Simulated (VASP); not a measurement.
# P (Fm-3m) in VASP: further runs

The runs below take P through single point, relaxation of cell and atoms, with PBE.

Everything below comes from runs of VASP 6.6.1. Logs are shortened: lines on timing, memory, paths and dates and some standing lists are left out, and cuts for length are marked.

### 1 The cell of the first run

It takes space group Fm-3m (No. 225, cubic). Conventional cell: a = 3.674 Å, b = 3.674 Å, c = 3.674 Å, α = 90.00°, β = 90.00°, γ = 90.00°. P (site symmetry m-3m) has 12 P at 2.60 Å within 3.4 Å.

This isn't the form of P at room conditions, which is orthorhombic.

### 2 Single point, PBE

INCAR reads:

```
SYSTEM = P
PREC = Accurate
ENCUT = 500
EDIFF = 1E-6
ISMEAR = -1
SIGMA = 0.05
LREAL = .False.
LASPH = .True.
NELM = 120
ALGO = Normal
ISIF = 2
LWAVE = .False.
LCHARG = .False.
GGA = PE
NBANDS = 8
GGA_COMPAT = .False.
```

KPOINTS reads:

```
regular mesh
0
Gamma
  21 21 21
  0 0 0
```

POSCAR reads:

```
P
1.0
    0.0000000000      1.8367631138      1.8367631138
    1.8367631138      0.0000000000      1.8367631138
    1.8367631138      1.8367631138      0.0000000000
P
1
Direct
    0.0000000000      0.0000000000      0.0000000000
```

Potentials or basis: VASP PAW PBE potentials, release 64 (P).

The run is started by

```
$ cat potpaw_PBE.64/P/POTCAR > POTCAR
$ mpirun -np 1 vasp_std > vasp.out
```

OUTCAR:

```text
SYSTEM = P
   PREC = Accurate
   ENCUT = 500
   EDIFF = 1E-6
   ISMEAR = -1
   LREAL = .False.
   LASPH = .True.
   NELM = 120
   ISIF = 2
   GGA = PE

 ion  position               nearest neighbor table
   1  0.000  0.000  0.000-

  LATTYP: Found a face centered cubic cell.
 ALAT       =     3.6735262276

  Lattice vectors:

 A1 = (   0.0000000000,   1.8367631138,   1.8367631138)
 A2 = (   1.8367631138,   0.0000000000,   1.8367631138)
 A3 = (   1.8367631138,   1.8367631138,   0.0000000000)

Analysis of symmetry for initial positions (statically):
=====================================================================
 Subroutine PRICEL returns:
 Original cell was already a primitive cell.

 Routine SETGRP: Setting up the symmetry group for a
 face centered cubic supercell.

 Subroutine GETGRP returns: Found 48 space group operations
 (whereof 48 operations were pure point group operations)
 out of a pool of 48 trial point group operations.

The static configuration has the point symmetry O_h .

Analysis of symmetry for dynamics (positions and initial velocities):
=====================================================================
 Subroutine PRICEL returns:
 Original cell was already a primitive cell.

 Routine SETGRP: Setting up the symmetry group for a
 face centered cubic supercell.

 Subroutine GETGRP returns: Found 48 space group operations
 (whereof 48 operations were pure point group operations)
 out of a pool of 48 trial point group operations.

The dynamic configuration has the point symmetry O_h .

 Subroutine INISYM returns: Found 48 space group operations
 (whereof 48 operations are pure point group operations),
 and found     1 'primitive' translations

----------------------------------------------------------------------------------------

                                     Primitive cell

  volume of cell :      12.3934

  direct lattice vectors                    reciprocal lattice vectors
     0.000000000  1.836763114  1.836763114    -0.272218010  0.272218010  0.272218010
     1.836763114  0.000000000  1.836763114     0.272218010 -0.272218010  0.272218010
     1.836763114  1.836763114  0.000000000     0.272218010  0.272218010 -0.272218010

  length of vectors
     2.597575306  2.597575306  2.597575306     0.471495424  0.471495424  0.471495424

  position of ions in fractional coordinates (direct lattice)
     0.000000000  0.000000000  0.000000000

  ion indices of the primitive-cell ions
   primitive index   ion index
                 1           1

----------------------------------------------------------------------------------------

 KPOINTS: regular mesh

Automatic generation of k-mesh.
 Grid dimensions read from file:
 generate k-points for:   21   21   21

 Generating k-lattice:

  Cartesian coordinates                     Fractional coordinates (reciprocal lattice)
    -0.012962762  0.012962762  0.012962762     0.047619048  0.000000000  0.000000000
     0.012962762 -0.012962762  0.012962762     0.000000000  0.047619048  0.000000000
     0.012962762  0.012962762 -0.012962762     0.000000000  0.000000000  0.047619048

  Length of vectors
     0.022452163  0.022452163  0.022452163

  Shift w.r.t. Gamma in fractional coordinates (k-lattice)
     0.000000000  0.000000000  0.000000000

 Subroutine IBZKPT returns following result:
 ===========================================

 Found    286 irreducible k-points:

 Following reciprocal coordinates:
            Coordinates               Weight
  0.000000  0.000000  0.000000      1.000000
  0.047619  0.000000  0.000000      8.000000
  0.095238  0.000000  0.000000      8.000000
  0.142857  0.000000  0.000000      8.000000
  0.190476  0.000000  0.000000      8.000000
  0.238095  0.000000  0.000000      8.000000
[... 16 lines left out ...]
 -0.428571  0.047619  0.000000     24.000000
 -0.380952  0.047619  0.000000     24.000000
 [... further k-points ...]
   k-points           NKPTS =    286   k-points in BZ     NKDIM =    286   number of bands    NBANDS=      8
   number of dos      NEDOS =    301   number of ions     NIONS =      1
   total plane-waves  NPLWV =   8000
   dimension x,y,z NGX =    20 NGY =   20 NGZ =   20
   dimension x,y,z NGXF=    40 NGYF=   40 NGZF=   40
   ions per type =               1
   NGX,Y,Z   is equivalent  to a cutoff of  12.80, 12.80, 12.80 a.u.
   NGXF,Y,Z  is equivalent  to a cutoff of  25.60, 25.60, 25.60 a.u.
 SYSTEM =  P
   PREC   = accura    normal or accurate (medium, high low for compatibility)
   ISTART =      0    job   : 0-new  1-cont  2-samecut
   ICHARG =      2    charge: 1-file 2-atom 10-const
   ISPIN  =      1    spin polarized calculation?
   LNONCOLLINEAR =      F non collinear calculations
   LSORBIT =      F    spin-orbit coupling
   LASPH  =      T    aspherical Exc in radial PAW
   ENCUT  =  500.0 eV  36.75 Ry    6.06 a.u.   4.74  4.74  4.74*2*pi/ulx,y,z
   NELM   =    120;   NELMIN=  2; NELMDL= -5     # of ELM steps
[... 115 lines left out ...]
      5      24.4161      0.00000
      6      25.3550      0.00000
      7      25.3550      0.00000
      8      30.1558      0.00000

 k-point     7 :       0.2857    0.0000    0.0000
  band No.  band energies     occupation
      1      -3.3338      2.00000
      2       9.8053      2.00000
      3      18.5920      0.00000
      4      18.5920      0.00000
      5      24.3230      0.00000
      6      24.7233      0.00000
      7      24.7233      0.00000
      8      31.3030      0.00000

 k-point     8 :       0.3333    0.0000    0.0000
  band No.  band energies     occupation
      1      -2.4239      2.00000
      2       7.8924      2.00000
      3      18.3981      0.00000
      4      18.3981      0.00000
      5      24.0800      0.00000
      6      24.0800      0.00000
      7      24.2625      0.00000
      8      30.5004      0.00000

 k-point     9 :       0.3810    0.0000    0.0000
  band No.  band energies     occupation
      1      -1.3886      2.00000
      2       6.0970      2.00000
      3      18.2712      0.00000
      4      18.2712      0.00000
      5      23.5377      0.00000
      6      23.5377      0.00000
      7      24.2371      0.00000
      8      29.8453      0.00000

 k-point    10 :       0.4286    0.0000    0.0000
  band No.  band energies     occupation
      1      -0.2525      2.00000
      2       4.4508      2.00000
      3      18.1987      0.00000
      4      18.1987      0.00000
      5      23.1500      0.00000
      6      23.1500      0.00000
      7      24.2364      0.00000
      8      29.3790      0.00000
[... 78 lines left out ...]
 k-point    18 :       0.3333    0.0476    0.0000
  band No.  band energies     occupation
      1      -2.6789      2.00000
      2       8.5751      2.00000
      3      17.7130      0.00000
      4      18.5209      0.00000
      5      23.2871      0.00000
      6      24.8476      0.00000
      7      25.1098      0.00000
      8      30.7090      0.00000

 k-point    19 :       0.3810    0.0476    0.0000
  band No.  band energies     occupation
      1      -1.6842      2.00000
      2       6.7395      2.00000
      3      17.6492      0.00000
      4      18.2249      0.00000
      5      22.8695      0.00000
      6      24.4538      0.00000
      7      24.7705      0.00000
      8      30.5572      0.00000

 k-point    20 :       0.4286    0.0476    0.0000
  band No.  band energies     occupation
      1      -0.5768      2.00000
      2       5.0387      2.00000
      3      17.6763      0.00000
      4      17.9543      0.00000
      5      22.6137      0.00000
      6      23.9025      0.00000
      7      24.7333      0.00000
      8      30.0942      0.00000

 k-point    21 :       0.4762    0.0476    0.0000
  band No.  band energies     occupation
      1       0.5729      2.00000
      2       3.5484      2.00000
      3      17.7102      0.00000
      4      17.7839      0.00000
      5      22.5517      0.00000
      6      23.4912      0.00000
      7      24.7113      0.00000
      8      29.8068      0.00000

 k-point    22 :      -0.4762    0.0476    0.0000
  band No.  band energies     occupation
      1       1.1282      2.00000
      2       2.9078      2.00000
      3      17.5033      0.00000
      4      17.9582      0.00000
      5      22.6856      0.00000
      6      23.2443      0.00000
      7      24.6886      0.00000
      8      29.7430      0.00000

 k-point    23 :      -0.4286    0.0476    0.0000
  band No.  band energies     occupation
      1       0.1971      2.00000
      2       4.0095      2.00000
      3      17.3500      0.00000
      4      18.1833      0.00000
      5      23.0024      0.00000
      6      23.1810      0.00000
      7      24.6619      0.00000
      8      29.9100      0.00000

 k-point    24 :      -0.3810    0.0476    0.0000
  band No.  band energies     occupation
      1      -0.9565      2.00000
      2       5.5884      2.00000
      3      17.2671      0.00000
      4      18.4445      0.00000
      5      23.3122      0.00000
      6      23.4815      0.00000
      7      24.6406      0.00000
      8      30.2880      0.00000

 [... further k-points ...]

------------------------ aborting loop because EDIFF is reached ----------------------------------------

  FORCE on cell =-STRESS in cart. coord.  units (eV):
  Direction    XX          YY          ZZ          XY          YZ          ZX
  --------------------------------------------------------------------------------------
  -------------------------------------------------------------------------------------
  Total        1.5200917      1.5200917      1.5200917      0.0000000     -0.0000000      0.0000000
  in kB      196.5128400    196.5128400    196.5128400      0.0000000     -0.0000000      0.0000000
  external PRESSURE =     196.5128400 kB  Pullay stress =       0.0000000 kB

 VOLUME and BASIS-vectors are now :
 -----------------------------------------------------------------------------
  energy-cutoff  :      500.00
  volume of cell :       12.39
      direct lattice vectors                 reciprocal lattice vectors
     0.000000000  1.836763114  1.836763114    -0.272218010  0.272218010  0.272218010
     1.836763114  0.000000000  1.836763114     0.272218010 -0.272218010  0.272218010
     1.836763114  1.836763114  0.000000000     0.272218010  0.272218010 -0.272218010

 POSITION                                       TOTAL-FORCE (eV/Angst)
 -----------------------------------------------------------------------------------
      0.00000      0.00000      0.00000         0.000000      0.000000      0.000000
 -----------------------------------------------------------------------------------
    total drift:                                0.000000      0.000000     -0.000000

  FREE ENERGIE OF THE ION-ELECTRON SYSTEM (eV)
  ---------------------------------------------------
  free  energy   TOTEN  =        -4.4041237209 eV

  energy  without entropy=       -4.4009998705  energy(sigma->0) =       -4.40256180
```

Wall time 8.5 s (1 thread of AMD EPYC 9R45 (Zen 5), shared host); peak memory 0.1 GiB.

Results:

| Property | Result |
| --- | --- |
| Free energy | -4.4041 eV |
| Pressure | 19.7 GPa |
| Band gap on the k mesh | zero (an odd number of electrons rules out a gap without spin polarisation) |

Caveat: the cell stands under pressure.

### 3 Single point, PBE

This run uses another cell than the first one, of 14.55 Å³/atom.

INCAR reads:

```
PREC = Accurate
ENCUT = 500
EDIFF = 1E-6
ISMEAR = -1
SIGMA = 0.05
LREAL = F
LASPH = T
NELM = 120
ALGO = Normal
ISIF = 2
LWAVE = F
LCHARG = F
GGA = PE
NBANDS = 8
GGA_COMPAT = F
```

KPOINTS reads:

```
Automatic mesh
0
Gamma
  21 21 21
```

POSCAR reads:

```
P
1.0
    0.0000000000      1.9377745418      1.9377745418
    1.9377745418      0.0000000000      1.9377745418
    1.9377745418      1.9377745418      0.0000000000
P
1
Direct
    0.0000000000      0.0000000000      0.0000000000
```

Potentials or basis: VASP PAW PBE potentials, release 64 (P).

The run is started by

```
$ cat potpaw_PBE.64/P/POTCAR > POTCAR
$ mpirun -np 1 vasp_std > vasp.out
```

Wall time 9.9 s (1 thread of AMD EPYC 9R45 (Zen 5), shared host); peak memory 0.11 GiB.

The run converged. Its results:

```
Free energy            : -4.5199 eV
Pressure               : -0.2 GPa
Band gap on the k mesh : zero (an odd number of electrons rules out a gap without spin polarisation)
```

Levels at points of the mesh, in eV from the Fermi level:
```
           k point  band 1  band 2  band 3  band 4  band 5  band 6
(0.00, 0.00, 0.00)  -16.33    6.77    6.77    6.77   11.42   11.42
```

### 4 Relaxation of cell and atoms, PBE

This run uses another cell than the first one, of 14.60 Å³/atom.

INCAR reads:

```
PREC     = Accurate       # precision mode
ENCUT    = 500            # plane-wave cutoff, eV
EDIFF    = 1E-7           # SCF threshold, eV
ISMEAR   = -1             # smearing method
SIGMA    = 0.05           # smearing width, eV
LREAL    = F              # projectors in reciprocal space
LASPH    = T              # aspherical terms in the spheres
NELM     = 120            # most SCF steps
ALGO     = Normal         # electronic algorithm
ISIF     = 3              # what is computed and relaxed
LWAVE    = F              # write WAVECAR
LCHARG   = F              # write CHGCAR
GGA      = PE             # functional
IBRION   = 2              # ionic algorithm
NSW      = 60             # ionic steps
EDIFFG   = -0.03          # ionic threshold
GGA_COMPAT= F            
NELMIN   = 4
```

KPOINTS is that of step 3.

POSCAR reads:

```
P
1.0
    0.0000000000      1.9400000000      1.9400000000
    1.9400000000      0.0000000000      1.9400000000
    1.9400000000      1.9400000000      0.0000000000
P
1
Direct
    0.0000000000      0.0000000000      0.0000000000
```

The run is started by

```
$ cat potpaw_PBE.64/P/POTCAR > POTCAR
$ mpirun -np 1 vasp_std > vasp.out
```

It took 12 s on 1 thread of AMD EPYC 9R45 (Zen 5), shared host; peak memory 0.1 GiB.

The run converged. Its results:

```
Free energy                           : -4.5199 eV
Relaxed volume                        : 14.51 Å³/atom
Relaxed cell                          : a = 2.738 Å, b = 2.738 Å, c = 2.738 Å, α = 60.00°, β = 60.00°, γ = 60.00°
Space group after relaxing (to 0.1 Å) : Fm-3m (No. 225)
Energy gained by relaxing             : 0.1 meV/atom
Ionic steps                           : 2
Pressure after relaxing               : 0.1 GPa
Band gap on the k mesh                : zero (an odd number of electrons rules out a gap without spin polarisation)
```

The path:
```
step  energy change (eV)  largest force (eV/Å)  pressure (GPa)  volume (Å³)
   1              0.0000                0.0000           -0.49        14.60
   2             -0.0001                0.0000            0.11        14.51
```

Final structure:
```cif
data_structure
_symmetry_space_group_name_H-M 'P 1'
_symmetry_Int_Tables_number 1
_cell_length_a 2.7377
_cell_length_b 2.7377
_cell_length_c 2.7377
_cell_angle_alpha 60.000
_cell_angle_beta 60.000
_cell_angle_gamma 60.000
_cell_volume 14.51
loop_
_atom_site_label
_atom_site_type_symbol
_atom_site_fract_x
_atom_site_fract_y
_atom_site_fract_z
_atom_site_occupancy
P1 P 0.00000 0.00000 0.00000 1
```

Levels at points of the mesh, in eV from the Fermi level:
| k point | band 1 | band 2 | band 3 | band 4 | band 5 |
| --- | --- | --- | --- | --- | --- |
| (0.00, 0.00, 0.00) | -16.36 | 6.80 | 6.80 | 6.80 | 11.43 |

### 5 Relaxation of cell and atoms, PBE, target pressure 20 GPa, at which the enthalpy is minimised

This run uses another cell than the first one, of 14.60 Å³/atom.

INCAR reads:

```
PREC = Accurate
ENCUT = 500
EDIFF = 1E-7
ISMEAR = -1
SIGMA = 0.05
LREAL = False
LASPH = True
NELM = 120
ALGO = Normal
ISIF = 3
LWAVE = False
LCHARG = False
GGA = PE
IBRION = 2
NSW = 60
EDIFFG = -0.03
PSTRESS = 200.0
GGA_COMPAT = False
NELMIN = 4
```

KPOINTS is that of step 4.

POSCAR is that of step 4.

The run is started by

```
$ cat potpaw_PBE.64/P/POTCAR > POTCAR
$ mpirun -np 1 vasp_std > vasp.out
```

Wall time 21 s (1 thread of AMD EPYC 9R45 (Zen 5), shared host); peak memory 0.1 GiB.

Results (log left out):

```
Free energy                                                : -4.4007 eV
Relaxed volume                                             : 12.36 Å³/atom
Relaxed cell                                               : a = 2.595 Å, b = 2.595 Å, c = 2.595 Å, α = 60.00°, β = 60.00°, γ = 60.00°
Space group after relaxing (to 0.1 Å)                      : Fm-3m (No. 225)
Energy change on relaxing (the run minimises the enthalpy) : +119.0 meV/atom
Ionic steps                                                : 4
Pressure after relaxing                                    : 20.1 GPa
Band gap on the k mesh                                     : zero (an odd number of electrons rules out a gap without spin polarisation)
```

Step by step:
```
step  energy change (eV)  largest force (eV/Å)  pressure (GPa)  volume (Å³)
   1              0.0000                0.0000           -0.49        14.60
   2              0.3825                0.0000           43.96        11.00
   3              0.1139                0.0000           19.55        12.40
   4              0.1190                0.0000           20.11        12.36
```

Final structure:
```cif
data_structure
_symmetry_space_group_name_H-M 'P 1'
_symmetry_Int_Tables_number 1
_cell_length_a 2.5952
_cell_length_b 2.5952
_cell_length_c 2.5952
_cell_angle_alpha 60.000
_cell_angle_beta 60.000
_cell_angle_gamma 60.000
_cell_volume 12.36
loop_
_atom_site_label
_atom_site_type_symbol
_atom_site_fract_x
_atom_site_fract_y
_atom_site_fract_z
_atom_site_occupancy
P1 P 0.00000 0.00000 0.00000 1
```

Levels at points of the mesh, in eV from the Fermi level:
| k point | band 1 | band 2 | band 3 | band 4 | band 5 |
| --- | --- | --- | --- | --- | --- |
| (0.00, 0.00, 0.00) | -18.16 | 8.40 | 8.40 | 8.40 | 11.76 |

Caveat: the cell is relaxed towards a set pressure, so the run minimises the enthalpy, not the energy; the volume moved by over 15 % at a fixed basis, so the end points are rough.

### 6 Overview

```csv
task,cell,gap on the mesh (eV),pressure (GPa)
single point,"a = 2.598 Å, angles 60.0°, 1 atom",none,19.7
single point,"a = 2.740 Å, angles 60.0°, 1 atom",none,-0.2
relaxation of cell and atoms,"relaxed from a = 2.744 Å, angles 60.0°, 1 atom",none,0.1
relaxation of cell and atoms,"relaxed to 20 GPa from a = 2.744 Å, angles 60.0°, 1 atom",none,20.1
```

Alike in all rows: level PBE; potentials or basis VASP PAW PBE potentials, release 64 (P); no spin polarisation; k mesh 21 × 21 × 21; cutoff (eV) 500; smearing fermi-dirac 0.05 eV.

Caveats: the cell stands under pressure (at least some runs); the cell is relaxed towards a set pressure, so the run minimises the enthalpy, not the energy (at least some runs); the volume moved by over 15 % at a fixed basis, so the end points are rough (at least some runs).

Total energies depend on the potentials used, so only differences within one code and one set of settings carry meaning.
